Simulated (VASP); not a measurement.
# CuO2 (Cmcm) in VASP: single point with PBE

Aim: the single point of CuO2 with PBE.

All numbers are computed with VASP 6.6.1; they aren't measurements. Logs are shortened: lines on timing, memory, paths and dates and some standing lists are left out, and cuts for length are marked.

## (1) The cell of the first run

Symmetry: Cmcm, No. 63, orthorhombic system. Conventional cell: a = 2.825 Å, b = 10.421 Å, c = 4.343 Å, α = 90.00°, β = 90.00°, γ = 90.00°. Within 2.5 Å of Cu (site symmetry m2m) lie 6 O at 1.86 to 2.22 Å. O (site symmetry m2m) has 2 Cu at 1.86 Å and 3 O at 2.42 to 2.47 Å within 2.5 Å. Within 2.5 Å of O (site symmetry m2m) lie 4 Cu at 1.90 to 2.22 Å and 1 O at 2.47 Å.

## (2) Single point, PBE, collinear spin

The input, INCAR:

```
ALGO = Normal
EDIFF = 1E-6
ENCUT = 520
GGA = PE
ISIF = 2
ISMEAR = 0
ISPIN = 2
LASPH = T
LCHARG = F
LMAXMIX = 4
LORBIT = 11
LREAL = F
LWAVE = F
MAGMOM = 1 1 0 0 0 0
NBANDS = 36
NELM = 150
PREC = Accurate
SIGMA = 0.1
```

The input, KPOINTS:

```
k-points
0
Gamma
  6 6 4
```

The input, POSCAR:

```
CuO2
1.0
    1.4126150000     -5.2107470000      0.0000000000
    1.4126150000      5.2107470000      0.0000000000
    0.0000000000      0.0000000000      4.3434240000
Cu O
2 4
Direct
    0.8327470000      0.1672530000      0.2500000000
    0.1672530000      0.8327470000      0.7500000000
    0.4485140000      0.5514860000      0.2500000000
    0.5514860000      0.4485140000      0.7500000000
    0.2110300000      0.7889700000      0.2500000000
    0.7889700000      0.2110300000      0.7500000000
```

Potentials or basis: VASP PAW PBE potentials, release 64 (Cu, O).

Command:

```sh
> cat potpaw_PBE.64/Cu/POTCAR potpaw_PBE.64/O/POTCAR > POTCAR
> mpirun -np 1 vasp_std > vasp.out
```

OUTCAR:

```text
EDIFF = 1E-6
   ENCUT = 520
   GGA = PE
   ISIF = 2
   ISMEAR = 0
   ISPIN = 2
   LASPH = T
   LORBIT = 11
   LREAL = F
   NELM = 150
   PREC = Accurate

 ion  position               nearest neighbor table
   1  0.833  0.167  0.250-   3 1.86   3 1.86   5 1.90   5 1.90   6 2.22   6 2.22
   2  0.167  0.833  0.750-   4 1.86   4 1.86   6 1.90   6 1.90   5 2.22   5 2.22
   3  0.449  0.551  0.250-   1 1.86   1 1.86
   4  0.551  0.449  0.750-   2 1.86   2 1.86
   5  0.211  0.789  0.250-   1 1.90   1 1.90   2 2.22   2 2.22
   6  0.789  0.211  0.750-   2 1.90   2 1.90   1 2.22   1 2.22

  LATTYP: Found a base centered orthorhombic cell.
 ALAT       =     2.8252300000
 B/A-ratio  =     3.6887241039
 C/A-ratio  =     1.5373700548

  Lattice vectors:

 A1 = (   1.4126150000,  -5.2107470000,   0.0000000000)
 A2 = (   1.4126150000,   5.2107470000,   0.0000000000)
 A3 = (   0.0000000000,   0.0000000000,   4.3434240000)

Analysis of symmetry for initial positions (statically):
=====================================================================
 Subroutine PRICEL returns:
 Original cell was already a primitive cell.

 Routine SETGRP: Setting up the symmetry group for a
 base centered orthorhombic supercell.

 Subroutine GETGRP returns: Found  8 space group operations
 (whereof  4 operations were pure point group operations)
 out of a pool of  8 trial point group operations.

The static configuration has the point symmetry C_2h.
 The point group associated with its full space group is D_2h.

Analysis of symmetry for dynamics (positions and initial velocities):
=====================================================================
 Subroutine PRICEL returns:
 Original cell was already a primitive cell.

 Routine SETGRP: Setting up the symmetry group for a
 base centered orthorhombic supercell.

 Subroutine GETGRP returns: Found  8 space group operations
 (whereof  4 operations were pure point group operations)
 out of a pool of  8 trial point group operations.

The dynamic configuration has the point symmetry C_2h.
 The point group associated with its full space group is D_2h.

Analysis of structural, dynamic, and magnetic symmetry:
=====================================================================
 Subroutine PRICEL returns:
 Original cell was already a primitive cell.

 Routine SETGRP: Setting up the symmetry group for a
 base centered orthorhombic supercell.

 Subroutine GETGRP returns: Found  8 space group operations
 (whereof  4 operations were pure point group operations)
 out of a pool of  8 trial point group operations.

The overall configuration has the point symmetry C_2h.
 The point group associated with its full space group is D_2h.

 Subroutine INISYM returns: Found  8 space group operations
 (whereof  4 operations are pure point group operations),
 and found     1 'primitive' translations

----------------------------------------------------------------------------------------

                                     Primitive cell

  volume of cell :      63.9420

  direct lattice vectors                    reciprocal lattice vectors
     1.412615000 -5.210747000  0.000000000     0.353953483 -0.095955532  0.000000000
     1.412615000  5.210747000  0.000000000     0.353953483  0.095955532  0.000000000
     0.000000000  0.000000000  4.343424000     0.000000000  0.000000000  0.230233106

  length of vectors
     5.398830006  5.398830006  4.343424000     0.366729509  0.366729509  0.230233106

  position of ions in fractional coordinates (direct lattice)
     0.832747000  0.167253000  0.250000000
     0.167253000  0.832747000  0.750000000
     0.448514000  0.551486000  0.250000000
     0.551486000  0.448514000  0.750000000
     0.211030000  0.788970000  0.250000000
     0.788970000  0.211030000  0.750000000

  ion indices of the primitive-cell ions
   primitive index   ion index
                 1           1
                 2           2
                 3           3
                 4           4
                 5           5
[... 32 lines left out ...]
  0.333333  0.000000  0.000000      4.000000
  0.500000  0.000000  0.000000      2.000000
  0.166667  0.166667  0.000000      2.000000
  0.333333  0.166667  0.000000      4.000000
[... 16 lines left out ...]
  0.333333  0.333333  0.250000      4.000000
  0.500000  0.333333  0.250000      8.000000
 [... further k-points ...]
   k-points           NKPTS =     39   k-points in BZ     NKDIM =     39   number of bands    NBANDS=     36
   number of dos      NEDOS =    301   number of ions     NIONS =      6
   total plane-waves  NPLWV =  51200
   dimension x,y,z NGX =    40 NGY =   40 NGZ =   32
   dimension x,y,z NGXF=    80 NGYF=   80 NGZF=   64
   ions per type =               2   4
   NGX,Y,Z   is equivalent  to a cutoff of  12.32, 12.32, 12.25 a.u.
   NGXF,Y,Z  is equivalent  to a cutoff of  24.63, 24.63, 24.50 a.u.
 SYSTEM =  unknown system
   PREC   = accura    normal or accurate (medium, high low for compatibility)
   ISTART =      0    job   : 0-new  1-cont  2-samecut
   ICHARG =      2    charge: 1-file 2-atom 10-const
   ISPIN  =      2    spin polarized calculation?
   LNONCOLLINEAR =      F non collinear calculations
   LSORBIT =      F    spin-orbit coupling
   LASPH  =      T    aspherical Exc in radial PAW
   ENCUT  =  520.0 eV  38.22 Ry    6.18 a.u.  10.04 10.04  8.08*2*pi/ulx,y,z
   NELM   =    150;   NELMIN=  2; NELMDL= -5     # of ELM steps
   EDIFF  = 0.1E-05   stopping-criterion for ELM
   LREAL  =      F    real-space projection
   EDIFFG = 0.1E-04   stopping-criterion for IOM
   NSW    =      0    number of steps for IOM
   IBRION =     -1    ionic relax: 0-MD 1-quasi-New 2-CG
   NFREE  =      0    steps in history (QN), initial steepest desc. (CG)
   ISIF   =      2    stress and relaxation
   ISYM   =      2    0-nonsym 1-usesym 2-fastsym
   POTIM  = 0.5000    time-step for ionic-motion
   TEBEG  =    0.0;   TEEND  =   0.0 temperature during run
   PSTRESS=    0.0 pullay stress
   NELECT =      46.0000    total number of electrons
   NUPDOWN=      -1.0000    fix difference up-down
   EMIN   =  10.00;   EMAX   =-10.00  energy-range for DOS
   EFERMI =   0.00;   METHOD = LEGACY
   ISMEAR =     0;   SIGMA  =   0.10  broadening in eV -4-tet -1-fermi 0-gaus
   EFERMI_NEDOS =   21; number of points for ismear=-14 and -15
   IALGO  =     38    algorithm
   IMIX   =      4    mixing-type and parameters
     AMIX     =   0.40;   BMIX     =  1.00
     AMIX_MAG =   1.60;   BMIX_MAG =  1.00
  volume/ion in A,a.u.               =      10.66        71.92
  Fermi-wavevector in a.u.,A,eV,Ry     =   1.466894  2.772028 29.276722  2.151778
  Thomas-Fermi vector in A             =   2.582577
   LORBIT       =     11    0 simple, 1 ext, 2 COOP (PROOUT), +10 PAW based schemes
   GGA     = PE    functional components
   LHFCALC =     F    Hartree Fock is set to
   AEXX    =    0.0000 exact exchange contribution
   IVDW    =     0    specifies the selected vdW correction
   LEPSILON=     F    determine dielectric tensor
   LRPA    =     F    only Hartree local field effects (RPA)
 spin polarized calculation
 Gauss-broadening in eV      SIGMA  =   0.10
  energy-cutoff  :      520.00
  volume of cell :       63.94
 maximum number of plane-waves:      1742
   NGX = 21   NGY = 21   NGZ = 17

 number of electron      45.9999979 magnetization       1.0724229

 Free energy of the ion-electron system (eV)
  ---------------------------------------------------
  ext. energy  EPLUGINS =         0.00000000
  ---------------------------------------------------
  free energy    TOTEN  =       -27.42563950 eV

  energy without entropy =      -27.40524137  energy(sigma->0) =      -27.41544044

 E-fermi :   2.5118     XC(G=0): -10.9395

 val. band max:        2.5019930535   @ k =   0.5000   0.1667   0.2500
 cond. band min:       2.5214233771   @ k =  -0.3333   0.1667   0.5000
 fundamental gap:      0.0194303235
 Fermi energy:         2.5118438634

 spin component 1

 k-point     1 :       0.0000    0.0000    0.0000
  band No.  band energies     occupation
      1     -16.7458      1.00000
      2     -15.2828      1.00000
      3     -15.1773      1.00000
      4     -14.5204      1.00000
      5      -3.6137      1.00000
      6      -3.4290      1.00000
[... 901 lines left out ...]
     34      18.5755      0.00000
     35      18.9170      0.00000

 [... further k-points ...]

 spin component 2

 k-point     1 :       0.0000    0.0000    0.0000
  band No.  band energies     occupation
      1     -16.5045      1.00000
      2     -14.9832      1.00000
      3     -14.7030      1.00000
      4     -14.0818      1.00000
      5      -3.4882      1.00000
      6      -3.2965      1.00000
[... 901 lines left out ...]
     34      18.6286      0.00000
     35      18.9738      0.00000

 [... further k-points ...]

 [bands above 35 left out]

------------------------ aborting loop because EDIFF is reached ----------------------------------------

  FORCE on cell =-STRESS in cart. coord.  units (eV):
  Direction    XX          YY          ZZ          XY          YZ          ZX
  --------------------------------------------------------------------------------------
  -------------------------------------------------------------------------------------
  Total       -0.1209288     -0.0006148     -0.1869489      0.0000000      0.0000000      0.0000000
  in kB       -3.0300805     -0.0154045     -4.6843309      0.0000000      0.0000000      0.0000000
  external PRESSURE =      -2.5766053 kB  Pullay stress =       0.0000000 kB

 VOLUME and BASIS-vectors are now :
 -----------------------------------------------------------------------------
  energy-cutoff  :      520.00
  volume of cell :       63.94
      direct lattice vectors                 reciprocal lattice vectors
     1.412615000 -5.210747000  0.000000000     0.353953483 -0.095955532  0.000000000
     1.412615000  5.210747000  0.000000000     0.353953483  0.095955532  0.000000000
     0.000000000  0.000000000  4.343424000     0.000000000  0.000000000  0.230233106

 POSITION                                       TOTAL-FORCE (eV/Angst)
 -----------------------------------------------------------------------------------
      1.41261     -3.46772      1.08586         0.000000     -0.013400     -0.000000
      1.41261      3.46772      3.25757         0.000000      0.013400     -0.000000
      1.41261      0.53656      1.08586         0.000000      0.067821      0.000000
      1.41261     -0.53656      3.25757         0.000000     -0.067821     -0.000000
      1.41261      3.01150      1.08586         0.000000     -0.176822      0.000000
      1.41261     -3.01150      3.25757         0.000000      0.176822      0.000000
 -----------------------------------------------------------------------------------
    total drift:                                0.000000      0.000000     -0.000000

  FREE ENERGIE OF THE ION-ELECTRON SYSTEM (eV)
  ---------------------------------------------------
  free  energy   TOTEN  =       -27.4256395042 eV

  energy  without entropy=      -27.4052413706  energy(sigma->0) =      -27.41544044

 total charge

# of ion       s       p       d       tot
------------------------------------------
    1        0.429   0.553   8.954   9.936
    2        0.429   0.553   8.954   9.936
    3        1.607   3.209   0.000   4.815
    4        1.607   3.209   0.000   4.815
    5        1.596   3.288   0.000   4.885
    6        1.596   3.288   0.000   4.885
--------------------------------------------------
tot          7.264  14.100  17.908  39.272

 magnetization (x)

# of ion       s       p       d       tot
------------------------------------------
    1       -0.003  -0.004   0.070   0.063
    2       -0.003  -0.004   0.070   0.063
    3        0.006   0.335   0.000   0.340
    4        0.006   0.335   0.000   0.340
    5        0.001   0.073   0.000   0.074
    6        0.001   0.073   0.000   0.074
--------------------------------------------------
tot          0.007   0.807   0.140   0.954
```

Wall time 5.4 min (1 thread of Intel Xeon Platinum 8259CL at 2.50GHz (Skylake/Cascade Lake), shared host); peak memory 0.33 GiB.

What came out:

* Free energy: -27.4256 eV
* Pressure: -0.3 GPa
* Largest force: 0.177 eV/Å
* Net moment: 1.07 μB per cell
* Site moments: Cu +0.06; O +0.34, +0.07 (each value once) μB
* Valence electrons inside the program's atomic spheres: Cu 9.94; O 4.82, 4.88 (each value once)

Forces in eV/Å, atoms in the order of the input:
```
Cu   0.000 -0.013  0.000
Cu   0.000  0.013  0.000
O    0.000  0.068  0.000
O    0.000 -0.068  0.000
O    0.000 -0.177  0.000
O    0.000  0.177  0.000
```

Levels at points of the mesh, in eV from the Fermi level:
Spin up:
```csv
k point,band 21,band 22,band 23,band 24,band 25,band 26,band 27,band 28
"(0.00, 0.00, 0.00)",-1.24,-1.11,-0.68,-0.49,0.96,1.22,6.04,10.33
"(0.50, 0.00, 0.00)",-1.90,-1.73,-1.49,-0.10,0.58,0.67,10.22,10.59
"(0.50, 0.50, 0.00)",-1.33,-1.30,-1.00,-0.03,1.10,1.23,7.56,8.47
"(0.00, 0.00, 0.50)",-1.06,-1.06,0.12,0.12,1.10,1.10,8.56,8.56
"(0.50, 0.00, 0.50)",-1.09,-1.09,0.18,0.18,0.69,0.69,10.12,10.12
"(0.50, 0.50, 0.50)",-0.82,-0.82,-0.02,-0.02,1.19,1.19,9.39,9.39
```
Spin down:
```
           k point  band 19  band 20  band 21  band 22  band 23  band 24  band 25  band 26
(0.00, 0.00, 0.00)    -1.22    -1.14    -0.99    -0.73    -0.40     0.58     1.09     1.40
(0.50, 0.00, 0.00)    -1.96    -1.78    -1.72    -1.59    -1.01     0.75     0.84     1.05
(0.50, 0.50, 0.00)    -1.66    -1.38    -1.05    -0.97    -0.87     1.01     1.26     1.39
(0.00, 0.00, 0.50)    -1.29    -1.29    -0.82    -0.82     0.62     0.62     1.25     1.25
(0.50, 0.00, 0.50)    -2.71    -2.71    -0.30    -0.30     0.44     0.44     0.99     0.99
(0.50, 0.50, 0.50)    -1.77    -1.77    -0.07    -0.07     0.26     0.26     1.35     1.35
```

Caveat: the k points lie up to 0.38 Å⁻¹ apart; a moment this small can come from the mesh or the smearing; semilocal functionals often make such compounds metallic where correlation or magnetic order opens a gap, which also shifts bond lengths.
